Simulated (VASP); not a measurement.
# La4H: single point with PBE

La4H:

```
La H
1.0
     6.85406   -1.90158    0.00000
     6.85406    1.90158    0.00000
    -3.04050    0.00000    5.83312
La H
4 1
Direct
  0.11987 0.11987 0.44462
  0.62381 0.62381 0.95345
  0.88013 0.88013 0.55538
  0.37619 0.37619 0.04655
  0.00000 0.00000 0.00000
```

```yaml
Program: VASP 6.6.1
Task: single point
Functional: PBE
Potentials_or_basis: VASP PAW PBE potentials, release 64 (La, H)
Cutoff: 520 eV
k_mesh: 6 × 6 × 4
Occupations: gaussian, width 0.1 eV
Spin: no spin polarisation
Dipole_correction: no
Further_INCAR_settings: ALGO = Normal; EDIFF = 1e-06; NBANDS = 30
```

```yaml
Pressure: 0.2 GPa
Largest_force: 0.017 eV/Å
```

Forces in eV/Å, atoms in the order of the input:
```
La  -0.004  0.000  0.007
La  -0.016  0.000  0.004
La   0.004  0.000 -0.007
La   0.016  0.000 -0.004
H    0.000  0.000  0.000
```

Stress tensor (GPa, compression positive):
```
-0.03  0.00 -0.24
 0.00  0.24  0.00
-0.24  0.00  0.29
```

Levels at points of the mesh, in eV from the Fermi level:
| k point | band 18 | band 19 | band 20 | band 21 | band 22 | band 23 | band 24 | band 25 | band 26 | band 27 |
| --- | --- | --- | --- | --- | --- | --- | --- | --- | --- | --- |
| (0.00, 0.00, 0.00) | -2.48 | -1.80 | -1.59 | -0.42 | -0.34 | 0.34 | 1.14 | 1.15 | 1.22 | 1.48 |
| (0.50, 0.00, 0.00) | -0.98 | -0.84 | -0.81 | -0.41 | -0.27 | 0.07 | 0.17 | 0.56 | 0.70 | 0.83 |
| (0.50, 0.50, 0.00) | -1.94 | -1.67 | -1.37 | -1.27 | 0.08 | 0.40 | 0.94 | 1.04 | 1.17 | 1.28 |
| (0.00, 0.00, 0.50) | -1.70 | -0.96 | -0.82 | -0.71 | -0.31 | 0.01 | 0.24 | 0.58 | 0.70 | 1.28 |
| (0.50, 0.00, 0.50) | -1.66 | -1.58 | -1.20 | -1.18 | -0.46 | -0.27 | 0.48 | 1.07 | 1.19 | 1.36 |
| (0.50, 0.50, 0.50) | -1.79 | -1.48 | -0.92 | -0.81 | -0.18 | 0.27 | 0.31 | 0.58 | 0.72 | 1.23 |

Run time: 14 min on 1 thread of Oxide Virtual Turin-like Processor, with other jobs on the host, peak memory 0.45 GiB.

Caveat: spin-orbit coupling is left out, which moves the levels of the heavy elements.
